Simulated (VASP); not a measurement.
Write the native input for VASP 6.6.1 that does the following.

| Item | Value |
| --- | --- |
| Task | single point |
| Functional | PBE |
| Potentials or basis | VASP PAW PBE potentials, release 64 (Al, C) |
| Cutoff | 520 eV |
| k mesh | 9 × 9 × 1 |
| Occupations | gaussian, width 0.1 eV |
| Spin | collinear spin |
| Starting moments | [0.0, 0.0, 0.0, 2.0] μB |
| Dipole correction | yes |
| Further INCAR settings | ALGO = Normal; EDIFF = 1e-07; NBANDS = 18 |

The structure of Al3C lies in POSCAR:

```
Al3C
1.0
    2.8571514048      0.0000000000      0.0000000000
   -1.4285757024      2.4743656990      0.0000000000
    0.0000000000      0.0000000000     21.6016424675
Al C
3 1
Direct
    0.6666666667      0.3333333333      0.1851711047
    0.3333333333      0.6666666667      0.2916873739
    0.0000000000      0.0000000000      0.3981939096
    0.0000000000      0.0000000000      0.4620779407
```

The input as run:

INCAR

```
PREC = Accurate ; ENCUT = 520
EDIFF = 1E-7 ; ISMEAR = 0
SIGMA = 0.1 ; LREAL = F
LASPH = T ; NELM = 150
ALGO = Normal ; ISIF = 2
LWAVE = F ; LCHARG = T
ISPIN = 2 ; MAGMOM = 0 0 0 2
LORBIT = 11 ; LDIPOL = T
IDIPOL = 3 ; DIPOL = 0.5 0.5 0.334
GGA = PE ; LELF = T
LVHAR = T ; LVACPOTAV = T
NBANDS = 18
```

KPOINTS

```
regular mesh
0
Gamma
  9 9 1
```

Potentials or basis: VASP PAW PBE potentials, release 64 (Al, C).

The run is started by

```console
$ cat potpaw_PBE.64/Al/POTCAR potpaw_PBE.64/C/POTCAR > POTCAR
$ mpirun -np 1 vasp_std > vasp.out
```

Results of the run:

```
Largest force                                         : 29.587 eV/Å
Net moment                                            : 1.08 μB per cell
Site moments                                          : Al +0.01, +0.10 (each value once); C +0.57 μB
Valence electrons inside the program's atomic spheres : Al 0.76, 0.78, 1.18; C 2.41
```

Run time: 3.8 min on 1 thread of Intel(R) Xeon(R) Platinum 8488C (Sapphire Rapids), with other jobs on the host, peak memory 0.37 GiB.
